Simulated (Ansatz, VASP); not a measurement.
## Cd in VASP and in Ansatz

File INCAR:

```
SYSTEM = Cd
PREC     = Accurate       ! precision mode
ENCUT    = 520            ! plane-wave cutoff, eV
EDIFF    = 1E-7           ! SCF threshold, eV
ISMEAR   = -1             ! smearing method
SIGMA    = 0.1            ! smearing width, eV
LREAL    = .FALSE.        ! projectors in reciprocal space
LASPH    = .TRUE.         ! aspherical terms in the spheres
NELM     = 80             ! most SCF steps
ALGO     = Normal         ! electronic algorithm
ISIF     = 2              ! what is computed and relaxed
LWAVE    = .FALSE.        ! write WAVECAR
LCHARG   = .FALSE.        ! write CHGCAR
GGA      = CA             ! functional
NBANDS   = 12             ! bands
```

The input KPOINTS:

```
regular mesh
0
G
  15 15 15
  0 0 0
```

The input POSCAR:

```
Cd
1.0
   -1.6219514573      1.6219514573      1.6219514573
    1.6219514573     -1.6219514573      1.6219514573
    1.6219514573      1.6219514573     -1.6219514573
Cd
1
Direct
    0.0000000000      0.0000000000      0.0000000000
```

Input for Ansatz:

```yaml
crystal:
  lattice:
    - [-1.6219514573, 1.6219514573, 1.6219514573]
    - [1.6219514573, -1.6219514573, 1.6219514573]
    - [1.6219514573, 1.6219514573, -1.6219514573]
  atoms:
    - { symbol: Cd, position: [0.0, 0.0, 0.0] }
kpoints:
  mp_grid: { grid: [15, 15, 15] }
scf:
  occupations: { method: fermi_dirac, width: 0.1 }
hamiltonian:
  xc: lda
  pseudopotentials: { kind: paw }
output:
  forces: true
  stress: true
  eigenvalues: true
  populations: true
```

Change from the starting cell: volume scaled by 0.84, PAW files.

Alike in both runs: task single point; functional LDA; k mesh 15 × 15 × 15; occupations fermi-dirac, width 0.1 eV; no spin polarisation.

|  | VASP | Ansatz |
| --- | --- | --- |
| version | VASP 6.6.1 | Ansatz 0.2.0 |
| potentials or method | VASP PAW LDA potentials, release 64 (Cd) | PAW with Ansatz's default frozen-core files, scalar-relativistic |
| plane-wave cutoff (eV) | 520 | 420 |
| valence electrons in the cell | 12 | 20 |

Ansatz gave:

```
pressure (GPa) : 18.2
```

Question: Estimate VASP's values.

Answer: Pressure (GPa): 19.6.

LDA's correlation is that of Perdew and Zunger in VASP and of Perdew and Wang (1992) in Ansatz. VASP's potentials hold 12 valence electrons a cell and Ansatz's 20, so a difference there can come from the potentials and not from the codes.
